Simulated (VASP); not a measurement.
# Zn4SO3 (P3m1) in VASP: relaxation of cell and atoms with PBE

Aim: the relaxation of cell and atoms of Zn4SO3 with PBE.

Program: VASP 6.6.1. These are calculated values, not measurements. Logs are shortened: lines on timing, memory, paths and dates and some standing lists are left out, and cuts for length are marked.

## Step 1: The cell of the first run

It takes space group P3m1 (No. 156, trigonal). Conventional cell: a = 3.424 Å, b = 3.424 Å, c = 11.090 Å, α = 90.00°, β = 90.00°, γ = 120.00°. Zn (site symmetry 3m) has 1 O at 1.99 Å and 3 S at 2.25 Å within 2.6 Å. Within 2.6 Å of Zn (site symmetry 3m) lie 4 O at 2.00 to 2.05 Å. Within 2.6 Å of Zn (site symmetry 3m) lie 4 O at 2.00 to 2.05 Å. Zn (site symmetry 3m) has 3 O at 2.06 Å and 1 S at 2.36 Å within 2.7 Å. Within 3.0 Å of S (site symmetry 3m) lie 4 Zn at 2.25 to 2.36 Å. Within 2.6 Å of O (site symmetry 3m) lie 4 Zn at 1.99 to 2.05 Å. O (site symmetry 3m) has 4 Zn at 2.00 to 2.06 Å within 2.6 Å. O (site symmetry 3m) has 4 Zn at 2.00 to 2.05 Å within 2.6 Å.

## Step 2: Relaxation of cell and atoms, PBE

The input, INCAR:

```
PREC = Accurate
ENCUT = 600
EDIFF = 1E-6
ISMEAR = 0
SIGMA = 0.1
LREAL = F
LASPH = T
NELM = 60
ALGO = Normal
ISIF = 3
LWAVE = F
LCHARG = F
GGA = PE
IBRION = 2
NSW = 100
EDIFFG = -0.01
```

The input, KPOINTS:

```
Automatic mesh
0
Gamma
  12 12 4
```

The input, POSCAR:

```
Zn4SO3
1.0
    3.4235916353      0.0000000000      0.0000000000
   -1.7117958177      2.9649173284      0.0000000000
    0.0000000000      0.0000000000     11.0902183867
Zn S O
4 1 3
Direct
    0.3333333333      0.6666666667      0.0318651837
    0.3333333333      0.6666666667      0.4917296239
    0.6666666667      0.3333333333      0.2618345312
    0.6666666667      0.3333333333      0.7234256608
    0.6666666667      0.3333333333      0.9358097423
    0.3333333333      0.6666666667      0.2114639450
    0.3333333333      0.6666666667      0.6720022047
    0.6666666667      0.3333333333      0.4418691084
```

Potentials or basis: VASP PAW PBE potentials, release 64 (Zn, S, O).

On the command line:

```bash
$ cat potpaw_PBE.64/Zn/POTCAR potpaw_PBE.64/S/POTCAR potpaw_PBE.64/O/POTCAR > POTCAR
$ mpirun -np 1 vasp_std > vasp.out
```

OUTCAR:

```text
PREC = Accurate
   ENCUT = 600
   EDIFF = 1E-6
   ISMEAR = 0
   LREAL = F
   LASPH = T
   NELM = 60
   ISIF = 3
   GGA = PE
   IBRION = 2
   NSW = 100
   EDIFFG = -0.01

 ion  position               nearest neighbor table
   1  0.333  0.667  0.032-   6 1.99   5 2.25   5 2.25   5 2.25
   2  0.333  0.667  0.492-   7 2.00   8 2.05   8 2.05   8 2.05
   3  0.667  0.333  0.262-   8 2.00   6 2.05   6 2.05   6 2.05
   4  0.667  0.333  0.723-   7 2.06   7 2.06   7 2.06   5 2.36
   5  0.667  0.333  0.936-   1 2.25   1 2.25   1 2.25   4 2.36
   6  0.333  0.667  0.211-   1 1.99   3 2.05   3 2.05   3 2.05
   7  0.333  0.667  0.672-   2 2.00   4 2.06   4 2.06   4 2.06
   8  0.667  0.333  0.442-   3 2.00   2 2.05   2 2.05   2 2.05

  LATTYP: Found a hexagonal cell.
 ALAT       =     3.4235916353
 C/A-ratio  =     3.2393519929

  Lattice vectors:

 A1 = (   3.4235916353,   0.0000000000,   0.0000000000)
 A2 = (  -1.7117958177,   2.9649173284,   0.0000000000)
 A3 = (   0.0000000000,   0.0000000000,  11.0902183867)

Analysis of symmetry for initial positions (statically):
=====================================================================
 Subroutine PRICEL returns:
 Original cell was already a primitive cell.

 Routine SETGRP: Setting up the symmetry group for a
 hexagonal supercell.

 Subroutine GETGRP returns: Found  6 space group operations
 (whereof  6 operations were pure point group operations)
 out of a pool of 24 trial point group operations.

The static configuration has the point symmetry C_3v.

Analysis of symmetry for dynamics (positions and initial velocities):
=====================================================================
 Subroutine PRICEL returns:
 Original cell was already a primitive cell.

 Routine SETGRP: Setting up the symmetry group for a
 hexagonal supercell.

 Subroutine GETGRP returns: Found  6 space group operations
 (whereof  6 operations were pure point group operations)
 out of a pool of 24 trial point group operations.

The dynamic configuration has the point symmetry C_3v.

 Subroutine INISYM returns: Found  6 space group operations
 (whereof  6 operations are pure point group operations),
 and found     1 'primitive' translations

----------------------------------------------------------------------------------------

                                     Primitive cell

  volume of cell :     112.5731

  direct lattice vectors                    reciprocal lattice vectors
     3.423591635  0.000000000  0.000000000     0.292090911  0.168638766  0.000000000
    -1.711795818  2.964917328  0.000000000     0.000000000  0.337277532  0.000000000
     0.000000000  0.000000000 11.090218387     0.000000000  0.000000000  0.090169550

  length of vectors
     3.423591635  3.423591635 11.090218387     0.337277532  0.337277532  0.090169550

  position of ions in fractional coordinates (direct lattice)
     0.333333333  0.666666667  0.031865184
     0.333333333  0.666666667  0.491729624
     0.666666667  0.333333333  0.261834531
     0.666666667  0.333333333  0.723425661
     0.666666667  0.333333333  0.935809742
     0.333333333  0.666666667  0.211463945
     0.333333333  0.666666667  0.672002205
     0.666666667  0.333333333  0.441869108

  ion indices of the primitive-cell ions
   primitive index   ion index
                 1           1
                 2           2
                 3           3
                 4           4
                 5           5
                 6           6
                 7           7
                 8           8

----------------------------------------------------------------------------------------

 KPOINTS: Automatic mesh

Automatic generation of k-mesh.
 Grid dimensions read from file:
 generate k-points for:   12   12    4

 Generating k-lattice:

  Cartesian coordinates                     Fractional coordinates (reciprocal lattice)
     0.024340909  0.014053231  0.000000000     0.083333333  0.000000000  0.000000000
     0.000000000  0.028106461  0.000000000     0.000000000  0.083333333  0.000000000
     0.000000000  0.000000000  0.022542387     0.000000000  0.000000000  0.250000000

  Length of vectors
     0.028106461  0.028106461  0.022542387

  Shift w.r.t. Gamma in fractional coordinates (k-lattice)
     0.000000000  0.000000000  0.000000000

 Subroutine IBZKPT returns following result:
 ===========================================

 Found     69 irreducible k-points:

 Following reciprocal coordinates:
            Coordinates               Weight
  0.000000  0.000000  0.000000      1.000000
  0.083333 -0.000000  0.000000      6.000000
  0.166667  0.000000  0.000000      6.000000
  0.250000  0.000000  0.000000      6.000000
  0.333333 -0.000000  0.000000      6.000000
  0.416667 -0.000000  0.000000      6.000000
[... 16 lines left out ...]
  0.166667  0.000000  0.250000      6.000000
  0.000000  0.166667  0.250000      6.000000
 [... further k-points ...]
   k-points           NKPTS =     69   k-points in BZ     NKDIM =     69   number of bands    NBANDS=     43
   number of dos      NEDOS =    301   number of ions     NIONS =      8
   total plane-waves  NPLWV =  70560
   dimension x,y,z NGX =    28 NGY =   28 NGZ =   90
   dimension x,y,z NGXF=    56 NGYF=   56 NGZF=  180
   ions per type =               4   1   3
   NGX,Y,Z   is equivalent  to a cutoff of  13.60, 13.60, 13.49 a.u.
   NGXF,Y,Z  is equivalent  to a cutoff of  27.19, 27.19, 26.98 a.u.
 SYSTEM =  unknown system
   PREC   = accura    normal or accurate (medium, high low for compatibility)
   ISTART =      0    job   : 0-new  1-cont  2-samecut
   ICHARG =      2    charge: 1-file 2-atom 10-const
   ISPIN  =      1    spin polarized calculation?
   LNONCOLLINEAR =      F non collinear calculations
   LSORBIT =      F    spin-orbit coupling
   LASPH  =      T    aspherical Exc in radial PAW
   ENCUT  =  600.0 eV  44.10 Ry    6.64 a.u.   6.84  6.84 22.15*2*pi/ulx,y,z
   NELM   =     60;   NELMIN=  2; NELMDL= -5     # of ELM steps
   EDIFF  = 0.1E-05   stopping-criterion for ELM
   LREAL  =      F    real-space projection
   EDIFFG = -.1E-01   stopping-criterion for IOM
   NSW    =    100    number of steps for IOM
   IBRION =      2    ionic relax: 0-MD 1-quasi-New 2-CG
   NFREE  =      1    steps in history (QN), initial steepest desc. (CG)
   ISIF   =      3    stress and relaxation
   ISYM   =      2    0-nonsym 1-usesym 2-fastsym
   POTIM  = 0.5000    time-step for ionic-motion
   TEBEG  =    0.0;   TEEND  =   0.0 temperature during run
   PSTRESS=    0.0 pullay stress
   NELECT =      72.0000    total number of electrons
   NUPDOWN=      -1.0000    fix difference up-down
   EMIN   =  10.00;   EMAX   =-10.00  energy-range for DOS
   EFERMI =   0.00;   METHOD = LEGACY
   ISMEAR =     0;   SIGMA  =   0.10  broadening in eV -4-tet -1-fermi 0-gaus
   EFERMI_NEDOS =   21; number of points for ismear=-14 and -15
   IALGO  =     38    algorithm
   IMIX   =      4    mixing-type and parameters
     AMIX     =   0.40;   BMIX     =  1.00
     AMIX_MAG =   1.60;   BMIX_MAG =  1.00
  volume/ion in A,a.u.               =      14.07        94.96
  Fermi-wavevector in a.u.,A,eV,Ry     =   1.410503  2.665465 27.069058  1.989520
  Thomas-Fermi vector in A             =   2.532450
   LORBIT       =      0    0 simple, 1 ext, 2 COOP (PROOUT), +10 PAW based schemes
   GGA     = PE    functional components
   LHFCALC =     F    Hartree Fock is set to
   AEXX    =    0.0000 exact exchange contribution
   IVDW    =     0    specifies the selected vdW correction
   LEPSILON=     F    determine dielectric tensor
   LRPA    =     F    only Hartree local field effects (RPA)
 conjugate gradient relaxation of ions
 non-spin polarized calculation
 Gauss-broadening in eV      SIGMA  =   0.10
  energy-cutoff  :      600.00
  volume of cell :      112.57
 maximum number of plane-waves:      3806
   NGX = 13   NGY = 13   NGZ = 45

--------------------------------------- Ionic step        1  -------------------------------------------

 number of electron      72.0000006 magnetization

 Free energy of the ion-electron system (eV)
  ---------------------------------------------------
  ext. energy  EPLUGINS =         0.00000000
  ---------------------------------------------------
  free energy    TOTEN  =       -32.88923874 eV

  energy without entropy =      -32.88683679  energy(sigma->0) =      -32.88803776

------------------------ aborting loop because EDIFF is reached ----------------------------------------

  FORCE on cell =-STRESS in cart. coord.  units (eV):
  Direction    XX          YY          ZZ          XY          YZ          ZX
  --------------------------------------------------------------------------------------
  -------------------------------------------------------------------------------------
  Total        0.3187166      0.3187166      0.4686998     -0.0000000      0.0000000      0.0000000
  in kB        4.5360791      4.5360791      6.6706892     -0.0000000      0.0000000      0.0000000
  external PRESSURE =       5.2476158 kB  Pullay stress =       0.0000000 kB
[... 321 lines left out ...]
  energy  without entropy=      -32.8880020073  energy(sigma->0) =      -32.88922620

--------------------------------------- Ionic step        9  -------------------------------------------

 number of electron      72.0000008 magnetization

 Free energy of the ion-electron system (eV)
  ---------------------------------------------------
  ext. energy  EPLUGINS =         0.00000000
  ---------------------------------------------------
  free energy    TOTEN  =       -32.89046725 eV

  energy without entropy =      -32.88801718  energy(sigma->0) =      -32.88924221

 E-fermi :   2.4702     XC(G=0): -10.3818

 val. band max:        2.3931839381   @ k =   0.0833  -0.0000   0.0000
 cond. band min:       2.4999242873   @ k =   0.0000   0.0000   0.5000
 fundamental gap:      0.1067403491
 Fermi energy:         2.4702028643

 k-point     1 :       0.0000    0.0000    0.0000
  band No.  band energies     occupation
      1     -16.4454      2.00000
      2     -16.1394      2.00000
      3     -15.8366      2.00000
      4     -11.3770      2.00000
      5      -4.7014      2.00000
      6      -4.5500      2.00000
[... 1093 lines left out ...]
     42       9.3021      0.00000
     43      10.0965      0.00000

 [... further k-points ...]

------------------------ aborting loop because EDIFF is reached ----------------------------------------

  FORCE on cell =-STRESS in cart. coord.  units (eV):
  Direction    XX          YY          ZZ          XY          YZ          ZX
  --------------------------------------------------------------------------------------
  -------------------------------------------------------------------------------------
  Total       -0.0117385     -0.0117385     -0.0053404      0.0000000      0.0000000     -0.0000000
  in kB       -0.1661443     -0.1661443     -0.0755860      0.0000000      0.0000000     -0.0000000
  external PRESSURE =      -0.1359582 kB  Pullay stress =       0.0000000 kB
[... 23 lines left out ...]
  FREE ENERGIE OF THE ION-ELECTRON SYSTEM (eV)
  ---------------------------------------------------
  free  energy   TOTEN  =       -32.8904672492 eV

  energy  without entropy=      -32.8880171785  energy(sigma->0) =      -32.88924221

 reached required accuracy - stopping structural energy minimisation
```

Run time: 33 min. Hardware: 1 thread of Intel Xeon 8259CL, shared host; peak memory 0.48 GiB.

What came out:

| Property | Result |
| --- | --- |
| Free energy | -32.8905 eV |
| Relaxed volume | 14.15 Å³/atom |
| Relaxed cell | a = 3.429 Å, b = 3.429 Å, c = 11.120 Å, α = 90.00°, β = 90.00°, γ = 120.00° |
| Space group after relaxing (to 0.1 Å) | P3m1 (No. 156) |
| Energy gained by relaxing | 0.2 meV/atom |
| Ionic steps | 9 |
| Pressure after relaxing | 0.0 GPa |
| Largest force after relaxing | 0.006 eV/Å |
| Band gap on the k mesh | zero (bands 36 and 37 overlap by 0.11 eV) |

Forces on the atoms (eV/Å):
```
Zn   0.000  0.000 -0.003
Zn   0.000  0.000  0.006
Zn   0.000  0.000 -0.003
Zn   0.000  0.000  0.006
S    0.000  0.000 -0.005
O    0.000  0.000 -0.001
O    0.000  0.000  0.000
O    0.000  0.000  0.000
```

Step by step:
```
step  energy change (eV)  largest force (eV/Å)  pressure (GPa)  volume (Å³)
   1              0.0000                0.0546            0.52       112.57
   2             -0.0010                0.0259           -0.17       113.33
   3             -0.0011                0.0213            0.00       113.15
   4             -0.0011                0.0206           -0.07       113.16
   5             -0.0012                0.0128            0.09       113.06
   6             -0.0012                0.0168            0.07       113.10
   7             -0.0012                0.0120            0.06       113.12
   8             -0.0012                0.0178            0.04       113.13
   9             -0.0012                0.0061           -0.01       113.20
```

Final structure:
```yaml
crystal:
  lattice:
    - [3.42852, 0.00000, 0.00000]
    - [-1.71426, 2.96919, 0.00000]
    - [0.00000, 0.00000, 11.11975]
  atoms:
    - { symbol: Zn, position: [0.33333, 0.66667, 0.03173] }
    - { symbol: Zn, position: [0.33333, 0.66667, 0.49181] }
    - { symbol: Zn, position: [0.66667, 0.33333, 0.26193] }
    - { symbol: Zn, position: [0.66667, 0.33333, 0.72349] }
    - { symbol: S, position: [0.66667, 0.33333, 0.93566] }
    - { symbol: O, position: [0.33333, 0.66667, 0.21111] }
    - { symbol: O, position: [0.33333, 0.66667, 0.67229] }
    - { symbol: O, position: [0.66667, 0.33333, 0.44199] }
```

Caveat: semilocal functionals underestimate gaps, and a narrow one can read as zero.

The gap in the log of VASP goes by the Fermi energy; the results here count the filled bands.